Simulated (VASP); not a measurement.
# Ag: single point with PBE

Crystal: Ag.

```xyz
1
Lattice="2.8641 0.0000 0.0000 1.4320 2.4803 0.0000 1.4320 0.8268 2.3385" Properties=species:S:1:pos:R:3 pbc="T T T"
Ag    0.0000    0.0000    0.0000
```

```yaml
Program: VASP 6.6.1
Task: single point
Functional: PBE
Potentials_or_basis: VASP PAW PBE potentials, release 64 (Ag)
Cutoff: 520 eV
k_mesh: 12 × 12 × 12
Occupations: methfessel-paxton, width 0.05 eV
Spin: no spin polarisation
```

| Item | Value |
| --- | --- |
| Pressure | 7.8 GPa |
| Band gap on the k mesh | zero (an odd number of electrons rules out a gap without spin polarisation) |

Levels at points of the mesh, in eV from the Fermi level:
| k point | band 2 | band 3 | band 4 | band 5 | band 6 | band 7 | band 8 | band 9 | band 10 | band 11 |
| --- | --- | --- | --- | --- | --- | --- | --- | --- | --- | --- |
| (0.00, 0.00, 0.00) | -4.86 | -4.86 | -4.86 | -3.78 | -3.78 | 16.12 | 19.85 | 19.85 | 19.85 | 24.72 |
| (0.50, 0.00, 0.00) | -4.89 | -4.89 | -2.95 | -2.95 | -0.43 | 3.79 | 15.36 | 18.19 | 18.19 | 23.28 |
| (0.50, 0.50, 0.00) | -6.43 | -2.98 | -2.73 | -2.73 | 1.62 | 6.99 | 10.84 | 10.84 | 17.54 | 17.64 |

Wall time 29 s on 1 thread of AMD EPYC 7R13, with other jobs on the host, peak memory 0.12 GiB.

Caveat: the cell stands under pressure.
